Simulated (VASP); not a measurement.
The system is BaTiO3.

```
Ba Ti O
1.0
     3.99410    0.00000    0.00000
     0.00000    3.99410    0.00000
     0.00000    0.00000    3.99410
Ba Ti O
1 1 3
Direct
  0.50000 0.50000 0.50000
  0.00000 0.00000 0.00000
  0.50000 0.00000 0.00000
  0.00000 0.50000 0.00000
  0.00000 0.00000 0.50000
```

Base run:

| Quantity | Value |
| --- | --- |
| Program | VASP 6.6.1 |
| Functional | PBE |
| Potentials or basis | VASP PAW PBE potentials, release 64 (Ba_sv, Ti_sv, O) |
| Cutoff | 520 eV |
| k mesh | 6 × 6 × 6 |
| Occupations | fermi-dirac, width 0.02 eV |
| Spin | no spin polarisation |

Its results: band gap on the k mesh 1.76 eV, indirect (least direct gap 1.90 eV); pressure 5.0 GPa.

Problem. The run is repeated on the same cell with these changes: potentials or basis from VASP PAW PBE potentials, release 64 (Ba_sv, Ti_sv, O) to VASP PAW PBE potentials, release 64 (Ba_sv, Ti_sv, O_h); cutoff from 520 eV to 910 eV. What comes out?

Solution. Band gap on the k mesh 1.76 eV, indirect (least direct gap 1.90 eV); pressure 4.5 GPa.

Caveats: spin-orbit coupling is left out, which moves the levels of the heavy elements; the cutoff is under 1.25 times the usual one of these potentials, so pressure, stress and relaxed cells hold a basis-set (Pulay) error (some runs).

A k mesh can miss the band edges.
